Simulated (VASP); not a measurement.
# Ta (Im-3m) in VASP: notebook, part 2 of 2

VASP 6.6.1. Earlier steps stand in the parts before.

## 4. Relaxation of cell and atoms, PBE, target pressure -2 GPa, at which the enthalpy is minimised

This run uses another cell than the first one, of 18.63 Å³/atom, 1.028 times its volume.

Input file INCAR:

```
ALGO = Fast ; EDIFF = 1E-7
EDIFFG = -0.008 ; ENCUT = 600
GGA = PE ; IBRION = 2
ISIF = 3 ; ISMEAR = 0
LASPH = True ; LCHARG = False
LREAL = False ; LWAVE = False
NELM = 100 ; NSW = 70
PREC = Accurate ; PSTRESS = -20.0
SIGMA = 0.1
```

Input file KPOINTS:

```
k-points
0
Gamma
  18 18 18
```

Input file POSCAR:

```
Ta
1.0
   -1.6699747085      1.6699747085      1.6699747085
    1.6699747085     -1.6699747085      1.6699747085
    1.6699747085      1.6699747085     -1.6699747085
Ta
1
Direct
    0.0000000000      0.0000000000      0.0000000000
```

Potentials or basis: VASP PAW PBE potentials, release 64 (Ta_pv).

Launch:

```console
$ cat potpaw_PBE.64/Ta_pv/POTCAR > POTCAR
$ mpirun -np 1 vasp_std > vasp.out
```

OUTCAR:

```text
EDIFF = 1E-7
   EDIFFG = -0.008
   ENCUT = 600
   GGA = PE
   IBRION = 2
   ISIF = 3
   ISMEAR = 0
   LASPH = True
   LREAL = False
   NELM = 100
   NSW = 70
   PREC = Accurate
   PSTRESS = -20.0

 ion  position               nearest neighbor table
   1  0.000  0.000  0.000-

  LATTYP: Found a body centered cubic cell.
 ALAT       =     3.3399494170

  Lattice vectors:

 A1 = (  -1.6699747085,   1.6699747085,   1.6699747085)
 A2 = (   1.6699747085,  -1.6699747085,   1.6699747085)
 A3 = (   1.6699747085,   1.6699747085,  -1.6699747085)

Analysis of symmetry for initial positions (statically):
=====================================================================
 Subroutine PRICEL returns:
 Original cell was already a primitive cell.

 Routine SETGRP: Setting up the symmetry group for a
 body centered cubic supercell.

 Subroutine GETGRP returns: Found 48 space group operations
 (whereof 48 operations were pure point group operations)
 out of a pool of 48 trial point group operations.

The static configuration has the point symmetry O_h .

Analysis of symmetry for dynamics (positions and initial velocities):
=====================================================================
[... 166 lines left out ...]
  Total       -0.4053333     -0.4053333     -0.4053333      0.0000000      0.0000000     -0.0000000
  in kB      -34.8604658    -34.8604658    -34.8604658      0.0000000      0.0000000     -0.0000000
  external PRESSURE =     -14.8604658 kB  Pullay stress =     -20.0000000 kB
[... 61 lines left out ...]
--------------------------------------- Ionic step        3  -------------------------------------------

 number of electron      11.0000000 magnetization

 Free energy of the ion-electron system (eV)
  ---------------------------------------------------
  ext. energy  EPLUGINS =         0.00000000
  ---------------------------------------------------
  free energy    TOTEN  =       -11.81541945 eV

  energy without entropy =      -11.80929797  energy(sigma->0) =      -11.81235871

 E-fermi :   5.2883     XC(G=0): -12.4870

 val. band max:        5.2789593746   @ k =   0.1111   0.1111   0.0000
 cond. band min:       5.3019193478   @ k =  -0.3889   0.5000   0.0556
 fundamental gap:      0.0229599732
 Fermi energy:         5.2882747892

 k-point     1 :       0.0000    0.0000    0.0000
  band No.  band energies     occupation
      1     -27.8933      2.00000
      2     -27.8933      2.00000
      3     -27.8933      2.00000
      4      -2.5369      2.00000
      5       6.0135      0.00000
      6       6.0135      0.00000
      7       6.0135      0.00000
      8       9.1962      0.00000
      9       9.1962      0.00000
[... 265 lines left out ...]
 k-point    24 :       0.3889    0.1111    0.0000
  band No.  band energies     occupation
      1     -28.9042      2.00000
      2     -28.2721      2.00000
      3     -27.9465      2.00000
      4       1.3916      2.00000
      5       3.9248      2.00000
      6       5.8674      0.00000
      7       8.9393      0.00000
      8      10.1861      0.00000
      9      12.9300      0.00000

 [... further k-points ...]

------------------------ aborting loop because EDIFF is reached ----------------------------------------

  FORCE on cell =-STRESS in cart. coord.  units (eV):
  Direction    XX          YY          ZZ          XY          YZ          ZX
  --------------------------------------------------------------------------------------
  -------------------------------------------------------------------------------------
  Total       -0.2314601     -0.2314601     -0.2314601     -0.0000000     -0.0000000      0.0000000
  in kB      -20.0664300    -20.0664300    -20.0664300     -0.0000000     -0.0000000      0.0000000
  external PRESSURE =      -0.0664300 kB  Pullay stress =     -20.0000000 kB
[... 20 lines left out ...]
  energy  without entropy=      -11.8092979705  energy(sigma->0) =      -11.81235871

  enthalpy is  TOTEN    =       -12.0461132868 eV   P V=       -0.2306938380

 reached required accuracy - stopping structural energy minimisation
```

OSZICAR:

```text
N       E                     dE             d eps       ncg     rms          rms(c)
DAV:   1     0.511119329198E+02    0.51112E+02   -0.70615E+03  3510   0.130E+03
DAV:   2    -0.115458417693E+02   -0.62658E+02   -0.61877E+02  4471   0.259E+02
DAV:   3    -0.122974080370E+02   -0.75157E+00   -0.72587E+00  4090   0.283E+01
[... 30 lines left out ...]
RMM:   5    -0.118154198374E+02   -0.65262E-05   -0.29426E-04  3511   0.195E-01    0.258E-02
RMM:   6    -0.118154199696E+02   -0.13221E-06   -0.35020E-05  3521   0.824E-02    0.155E-02
RMM:   7    -0.118154199645E+02    0.51077E-08   -0.78577E-06  3512   0.323E-02    0.165E-02
RMM:   8    -0.118154194736E+02    0.49089E-06   -0.12497E-06  3533   0.121E-02    0.299E-03
RMM:   9    -0.118154194488E+02    0.24829E-07   -0.15624E-07  2413   0.441E-03
   3 F= -.12046113E+02 E0= -.12043053E+02  d E =-.693283E-03
```

CONTCAR:

```text
Ta
   1.00000000000000
    -1.6655289908152859    1.6655289908152859    1.6655289908152859
     1.6655289908152859   -1.6655289908152859    1.6655289908152859
     1.6655289908152859    1.6655289908152859   -1.6655289908152859
  Ta
     1
Direct
     0.0000000000000000    0.0000000000000000    0.0000000000000000

  0.00000000E+00  0.00000000E+00  0.00000000E+00
```

It took 43 s on 1 thread of Intel Xeon Platinum 8375C at 2.90GHz (Ice Lake), shared host; peak memory 0.16 GiB.

What came out:

```
Free energy                                            : -11.8154 eV
Relaxed volume                                         : 18.48 Å³/atom
Relaxed cell                                           : a = 2.885 Å, b = 2.885 Å, c = 2.885 Å, α = 109.47°, β = 109.47°, γ = 109.47°
Space group after relaxing (to 0.05 Å)                 : Im-3m (No. 229)
Energy change on relaxing (the enthalpy is what falls) : -2.5 meV/atom
Ionic steps                                            : 3
Pressure after relaxing                                : -2.0 GPa
```

The path:
| step | energy change (eV) | largest force (eV/Å) | pressure (GPa) | volume (Å³) |
| --- | --- | --- | --- | --- |
| 1 | 0.0000 | 0.0000 | -3.49 | 18.63 |
| 2 | -0.0033 | 0.0000 | 1.33 | 18.17 |
| 3 | -0.0025 | 0.0000 | -2.01 | 18.48 |

Final structure:
```
CELL_PARAMETERS angstrom
-1.66553 1.66553 1.66553
1.66553 -1.66553 1.66553
1.66553 1.66553 -1.66553
ATOMIC_POSITIONS crystal
Ta 0.00000 0.00000 0.00000
```

Caveat: the cell is relaxed towards a set pressure, so the enthalpy falls and the energy may rise; spin-orbit coupling is left out, which moves the levels of the heavy elements.

## 5. Single point, PBE

This run uses another cell than the first one, of 15.69 Å³/atom, 0.865 times its volume.

Input file INCAR:

```
ALGO = Normal
EDIFF = 1E-6
ENCUT = 520
GGA = PE
ISIF = 2
ISMEAR = 0
LASPH = True
LCHARG = False
LREAL = False
LWAVE = False
NBANDS = 12
NELM = 100
PREC = Accurate
SIGMA = 0.1
```

KPOINTS is that of step 4.

Input file POSCAR:

```
Ta
1.0
   -1.5769248054      1.5769248054      1.5769248054
    1.5769248054     -1.5769248054      1.5769248054
    1.5769248054      1.5769248054     -1.5769248054
Ta
1
Direct
    0.0000000000      0.0000000000      0.0000000000
```

Launch:

```console
$ cat potpaw_PBE.64/Ta_pv/POTCAR > POTCAR
$ mpirun -np 1 vasp_std > vasp.out
```

It took 19 s on 1 thread of Intel Xeon Platinum 8559C (Emerald Rapids), shared host; peak memory 0.15 GiB.

It converged, with:

```yaml
Free_energy: -11.5261 eV
Pressure: 40.5 GPa
```

Levels at points of the mesh, in eV from the Fermi level:
```
           k point  band 3  band 4  band 5  band 6  band 7  band 8  band 9  band 10
(0.00, 0.00, 0.00)  -32.49   -8.40    0.73    0.73    0.73    4.52    4.52    15.19
(0.50, 0.00, 0.00)  -32.51   -5.02   -1.98    2.37    4.52    5.71    9.27    12.62
(0.50, 0.50, 0.50)  -33.73   -4.69   -4.69    8.05    8.05    8.05   10.07    10.07
```

Caveat: spin-orbit coupling is left out, which moves the levels of the heavy elements.

## 6. Single point, PBE

This run uses another cell than the first one, of 16.75 Å³/atom, 0.924 times its volume.

Input file INCAR:

```
SYSTEM = Ta
  PREC = Accurate
  ENCUT = 520
  EDIFF = 1E-6
  ISMEAR = 0
  SIGMA = 0.1
  LREAL = .FALSE.
  LASPH = .TRUE.
  NELM = 80
  ALGO = Normal
  ISIF = 2
  LWAVE = .FALSE.
  LCHARG = .FALSE.
  GGA = PE
  NBANDS = 12
```

Input file KPOINTS:

```
Automatic mesh
0
G
  18 18 18
  0 0 0
```

Input file POSCAR:

```
Ta
1.0
   -1.6118852246      1.6118852246      1.6118852246
    1.6118852246     -1.6118852246      1.6118852246
    1.6118852246      1.6118852246     -1.6118852246
Ta
1
Direct
    0.0000000000      0.0000000000      0.0000000000
```

Potentials or basis: VASP PAW PBE potentials, release 64 (Ta_pv).

Launch:

```console
$ cat potpaw_PBE.64/Ta_pv/POTCAR > POTCAR
$ mpirun -np 1 vasp_std > vasp.out
```

Run time: 21 s. Hardware: 1 thread of Intel Xeon Platinum 8559C (Emerald Rapids), shared host; peak memory 0.16 GiB.

Results (log left out):

```yaml
Free_energy: -11.7257 eV
Pressure: 20.3 GPa
```

Levels at points of the mesh, in eV from the Fermi level:
```
           k point  band 1  band 2  band 3  band 4  band 5  band 6  band 7  band 8  band 9  band 10
(0.00, 0.00, 0.00)  -32.78  -32.78  -32.78   -8.19    0.73    0.73    0.73    4.27    4.27    15.35
(0.50, 0.00, 0.00)  -34.26  -33.25  -32.79   -4.71   -1.77    1.95    4.20    5.32    8.54    12.28
(0.50, 0.50, 0.50)  -33.80  -33.80  -33.80   -4.26   -4.26    7.45    7.45    7.45    9.35     9.35
```

Caveat: spin-orbit coupling is left out, which moves the levels of the heavy elements.

## 7. The runs side by side

```tsv
task	cell	cutoff (eV)	gap on the mesh (eV)	pressure (GPa)
relaxation of cell and atoms	relaxed from a = 2.866 Å, angles 109.5°, 1 atom	600	none	0.0
relaxation of cell and atoms	relaxed to 2 GPa from a = 2.856 Å, angles 109.5°, 1 atom	600	none	2.0
relaxation of cell and atoms	relaxed to -2 GPa from a = 2.892 Å, angles 109.5°, 1 atom	600	none	-2.0
single point	a = 2.731 Å, angles 109.5°, 1 atom	520	none	40.5
single point	a = 2.792 Å, angles 109.5°, 1 atom	520	none	20.3
```

Alike in all rows: level PBE; potentials or basis VASP PAW PBE potentials, release 64 (Ta_pv); no spin polarisation; k mesh 18 × 18 × 18; smearing gaussian 0.1 eV.

Caveats: spin-orbit coupling is left out, which moves the levels of the heavy elements; the cell is relaxed towards a set pressure, so the enthalpy falls and the energy may rise (some runs).

Absolute energies hang on the potentials; compare differences alone.
